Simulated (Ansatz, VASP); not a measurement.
**WSe2: VASP beside Ansatz**

INCAR

```
SYSTEM = WSe2
PREC = Accurate ; ENCUT = 520
EDIFF = 1E-6 ; ISMEAR = 0
SIGMA = 0.01 ; LREAL = .FALSE.
LASPH = .TRUE. ; NELM = 60
ALGO = Normal ; ISIF = 2
LWAVE = .FALSE. ; LCHARG = .FALSE.
GGA = PE ; NBANDS = 35
```

The input KPOINTS:

```
Automatic mesh
0
G
  12 12 2
  0 0 0
```

Contents of POSCAR:

```
WSe2
1.0
    3.2996671441      0.0000000000      0.0000000000
   -1.6498335721      2.8575955708      0.0000000000
    0.0000000000      0.0000000000     13.1486334321
W Se
2 4
Direct
    0.3333333333      0.6666666667      0.2500000000
    0.6666666667      0.3333333333      0.7500000000
    0.3333333333      0.6666666667      0.6233392408
    0.6666666667      0.3333333333      0.1233392408
    0.3333333333      0.6666666667      0.8766607592
    0.6666666667      0.3333333333      0.3766607592
```

Input for Ansatz:

```yaml
crystal:
  lattice:
    - [3.2996671441, 0.0, 0.0]
    - [-1.6498335721, 2.8575955708, 0.0]
    - [0.0, 0.0, 13.1486334321]
  atoms:
    - { symbol: W, position: [0.3333333333, 0.6666666667, 0.25] }
    - { symbol: W, position: [0.6666666667, 0.3333333333, 0.75] }
    - { symbol: Se, position: [0.3333333333, 0.6666666667, 0.6233392408] }
    - { symbol: Se, position: [0.6666666667, 0.3333333333, 0.1233392408] }
    - { symbol: Se, position: [0.3333333333, 0.6666666667, 0.8766607592] }
    - { symbol: Se, position: [0.6666666667, 0.3333333333, 0.3766607592] }
kpoints:
  mp_grid: { grid: [12, 12, 2] }
  band_path:
    path:
      - [0.0, 0.0, 0.0]
      - [0.5, 0.0, 0.0]
      - [0.3333333333, 0.3333333333, 0.0]
      - [0.0, 0.0, 0.5]
      - [0.5, 0.0, 0.5]
      - [0.3333333333, 0.3333333333, 0.5]
      - [0.179687, 0.179688, 0.0]
    npoints: 1
hamiltonian:
  xc: pbe
scf:
  occupations: { method: fixed }
  n_extra_bands: 5
output:
  forces: true
  stress: true
  eigenvalues: true
```

Alike in both runs: task single point; functional PBE; k mesh 12 × 12 × 2; no spin polarisation.

|  | VASP | Ansatz |
| --- | --- | --- |
| version | VASP 6.6.1 | Ansatz 0.2.0 |
| potentials or method | VASP PAW PBE potentials, release 64 (W_sv, Se) | plane waves, PAW |
| plane-wave cutoff (eV) | 520 | 420 |
| occupations | gaussian, width 0.01 eV | fixed |
| valence electrons in the cell | 52 | 92 |

VASP gave:

* gap on the k mesh at the Fermi level (eV): 1.04
* pressure (GPa): 3.7
* traceless stress, the component that is largest in VASP (GPa): 1.16
* rms of the force components (eV/Å): 0.153

Task: Which values does Ansatz return?

Result: gap on the k mesh at the Fermi level (eV): 1.04; pressure (GPa): 3.4; traceless stress, the component that is largest in VASP (GPa): 1.08; rms of the force components (eV/Å): 0.131.

Atom by atom the forces differ by 0.023 eV/Å (rms over components). VASP's potentials hold 52 valence electrons a cell and Ansatz's 92, so a difference there can come from the potentials and not from the codes.

Spin-orbit coupling is off throughout.
